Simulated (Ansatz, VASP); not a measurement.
One calculation of HRh6, two programs

File INCAR:

```
SYSTEM = HRh6
ALGO     = Fast           ! electronic algorithm
DIPOL    = 0.5 0.5 0.294
EDIFF    = 1E-7           ! SCF threshold, eV
ENCUT    = 520            ! plane-wave cutoff, eV
GGA      = PE             ! functional
IDIPOL   = 3            
ISIF     = 2              ! what is computed and relaxed
ISMEAR   = 0              ! smearing method
LASPH    = .True.         ! aspherical terms in the spheres
LCHARG   = .False.        ! write CHGCAR
LDIPOL   = .True.       
LREAL    = .False.        ! projectors in reciprocal space
LWAVE    = .False.        ! write WAVECAR
NBANDS   = 104            ! bands
NELM     = 100            ! most SCF steps
PREC     = Accurate       ! precision mode
SIGMA    = 0.1            ! smearing width, eV
```

File KPOINTS:

```
k-points
0
Gamma
  6 6 1
  0 0 0
```

The input POSCAR:

```
HRh6
1.0
    5.4165863251      0.0000000000      0.0000000000
   -2.7082931626      4.6909013593      0.0000000000
    0.0000000000      0.0000000000     22.2966119230
Rh H
12 2
Direct
    0.3333333333      0.1666666667      0.1793994538
    0.3333333333      0.6666666667      0.1793994538
    0.8333333333      0.1666666667      0.1793994538
    0.8333333333      0.6666666667      0.1793994538
    0.1666666667      0.3333333333      0.2757769167
    0.1666666667      0.8333333333      0.2757769167
    0.6666666667      0.3333333333      0.2757769167
    0.6666666667      0.8333333333      0.2757769167
    0.0000000000      0.0000000000      0.3721019118
    0.0000000000      0.5000000000      0.3721019118
    0.5000000000      0.0000000000      0.3721019118
    0.5000000000      0.5000000000      0.3721019118
    0.1703244811      0.3406489622      0.4066363066
    0.3296755189      0.6593510378      0.4066363066
```

Input for Ansatz:

```yaml
crystal:
  lattice:
    - [5.4165863251, 0.0, 0.0]
    - [-2.7082931626, 4.6909013593, 0.0]
    - [0.0, 0.0, 22.296611923]
  atoms:
    - { symbol: Rh, position: [0.3333333333, 0.1666666667, 0.1793994538] }
    - { symbol: Rh, position: [0.3333333333, 0.6666666667, 0.1793994538] }
    - { symbol: Rh, position: [0.8333333333, 0.1666666667, 0.1793994538] }
    - { symbol: Rh, position: [0.8333333333, 0.6666666667, 0.1793994538] }
    - { symbol: Rh, position: [0.1666666667, 0.3333333333, 0.2757769167] }
    - { symbol: Rh, position: [0.1666666667, 0.8333333333, 0.2757769167] }
    - { symbol: Rh, position: [0.6666666667, 0.3333333333, 0.2757769167] }
    - { symbol: Rh, position: [0.6666666667, 0.8333333333, 0.2757769167] }
    - { symbol: Rh, position: [0.0, 0.0, 0.3721019118] }
    - { symbol: Rh, position: [0.0, 0.5, 0.3721019118] }
    - { symbol: Rh, position: [0.5, 0.0, 0.3721019118] }
    - { symbol: Rh, position: [0.5, 0.5, 0.3721019118] }
    - { symbol: H, position: [0.1703244811, 0.3406489622, 0.4066363066] }
    - { symbol: H, position: [0.3296755189, 0.6593510378, 0.4066363066] }
basis:
  ecutwfc: 420
kpoints:
  mp_grid: { grid: [6, 6, 1] }
hamiltonian:
  xc: pbe
  pseudopotentials: { kind: paw, azcp: { folder: soft_1 } }
scf:
  occupations: { method: gaussian, width: 0.1 }
output:
  forces: true
  eigenvalues: true
efield:
  axis: 3
  dipole_correction: true
  ramp_width: 0.04
```

Alike in both runs: task single point; functional PBE; k mesh 6 × 6 × 1; occupations gaussian, width 0.1 eV; no spin polarisation.

|  | VASP | Ansatz |
| --- | --- | --- |
| version | VASP 6.6.1 | Ansatz 0.2.0 |
| potentials or method | VASP PAW PBE potentials, release 64 (Rh_pv, H), cutoff 520 eV | scalar-relativistic, plane waves, PAW |
| valence electrons in the cell | 182 | 206 |

VASP gave:

- gap on the k mesh at the Fermi level (eV): none
- rms of the force components (eV/Å): 0.494

**Question.** Estimate Ansatz's values.

**Answer.** gap on the k mesh at the Fermi level (eV): none; rms of the force components (eV/Å): 0.488.

Atom by atom the forces differ by 0.007 eV/Å (rms over components). A gap of «none» marks a metal or a gap that the smearing closes. VASP's potentials hold 182 valence electrons a cell and Ansatz's 206, so a difference there can come from the potentials and not from the codes.
